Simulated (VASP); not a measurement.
Wanted: the native input for a VASP 6.6.1 run.

| Property | Result |
| --- | --- |
| Task | single point |
| Functional | PBEsol |
| Potentials or basis | VASP PAW PBE potentials, release 64 (Br) |
| Cutoff | 500 eV |
| k mesh | 6 × 6 × 6 |
| Occupations | fermi-dirac, width 0.15 eV |
| Spin | no spin polarisation |
| Dipole correction | no |
| Further INCAR settings | ALGO = Normal; EDIFF = 1e-06; NBANDS = 18 |

The structure of Br lies in POSCAR:

```
Br
1.0
    4.7171126768      0.0000000000      0.0000000000
    0.0000000000      4.7171126768      0.0000000000
    0.0000000000      0.0000000000      4.7171126768
Br
3
Direct
    0.5000000000      0.0000000000      0.0000000000
    0.0000000000      0.5000000000      0.0000000000
    0.0000000000      0.0000000000      0.5000000000
```

These files were run (other wordings do the same):

INCAR

```
SYSTEM = Br
PREC = Accurate
ENCUT = 500
EDIFF = 1E-6
ISMEAR = -1
SIGMA = 0.15
LREAL = .False.
LASPH = .True.
NELM = 120
ALGO = Normal
ISIF = 2
LWAVE = .False.
LCHARG = .False.
GGA = PS
NBANDS = 18
GGA_COMPAT = .False.
```

KPOINTS

```
regular mesh
0
Gamma
  6 6 6
  0 0 0
```

Potentials or basis: VASP PAW PBE potentials, release 64 (Br).

Run with:

```bash
$ cat potpaw_PBE.64/Br/POTCAR > POTCAR
$ mpirun -np 1 vasp_std > vasp.out
```

It gave:

* Pressure: -3.3 GPa
* Band gap on the k mesh: zero (an odd number of electrons rules out a gap without spin polarisation)

Caveat: the cell stands under tension; the PAW data sets were made with another functional, which shifts forces and pressure a little; an odd number of electrons without spin polarisation forces a metal; a magnetic or distorted state may lie lower.

Wall time 36 s on 1 thread of Intel Xeon 8259CL (shared host), peak memory 0.2 GiB.
